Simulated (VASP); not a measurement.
ZrB2: relaxation of cell and atoms with PBE

Crystal: ZrB2.

```xyz
3
Lattice="3.1707 0.0000 0.0000 -1.5854 2.7459 0.0000 0.0000 0.0000 3.5431" Properties=species:S:1:pos:R:3 pbc="T T T"
Zr    0.0000    0.0000    1.7716
B     0.0000    1.8306    0.0000
B     1.5854    0.9153    0.0000
```

- Program: VASP 6.6.1
- Task: relaxation of cell and atoms
- Functional: PBE
- Potentials or basis: VASP PAW PBE potentials, release 64 (Zr_sv, B)
- Cutoff: 600 eV
- k mesh: 12 × 12 × 10
- Occupations: gaussian, width 0.1 eV
- Spin: no spin polarisation
- Dipole correction: no
- Further INCAR settings: ALGO = Normal; EDIFF = 1e-06; IBRION = 2; EDIFFG = -0.001; NSW = 80; ISIF = 3

| Property | Result |
| --- | --- |
| Relaxed volume | 10.29 Å³/atom |
| Relaxed cell | a = 3.171 Å, b = 3.171 Å, c = 3.544 Å, α = 90.00°, β = 90.00°, γ = 120.00° |
| Space group after relaxing (to 0.1 Å) | P6/mmm (No. 191) |
| Energy gained by relaxing | 0.0 meV/atom |
| Ionic steps | 13 |
| Pressure after relaxing | 0.0 GPa |
| Band gap on the k mesh | zero (bands 9 and 10 overlap by 1.10 eV) |

Final structure:
```
CELL_PARAMETERS angstrom
3.17111 0.00000 0.00000
-1.58556 2.74626 0.00000
0.00000 0.00000 3.54434
ATOMIC_POSITIONS crystal
Zr 0.00000 0.00000 0.50000
B 0.33333 0.66667 0.00000
B 0.66667 0.33333 0.00000
```

Levels at points of the mesh, in eV from the Fermi level:
```tsv
k point	band 7	band 8	band 9	band 10	band 11	band 12
(0.00, 0.00, 0.00)	-2.70	-2.68	-2.47	3.29	3.29	4.04
(0.50, 0.00, 0.00)	-3.99	-3.14	-2.76	2.12	2.19	4.82
(0.00, 0.00, 0.50)	-1.05	-1.05	0.26	0.26	0.68	0.68
(0.50, 0.00, 0.50)	-4.68	-4.21	-2.11	3.59	3.97	5.18
```

Run time: 89 s on 1 thread of Intel(R) Xeon(R) 6975P-C (Granite Rapids), with other jobs on the host, peak memory 0.21 GiB.
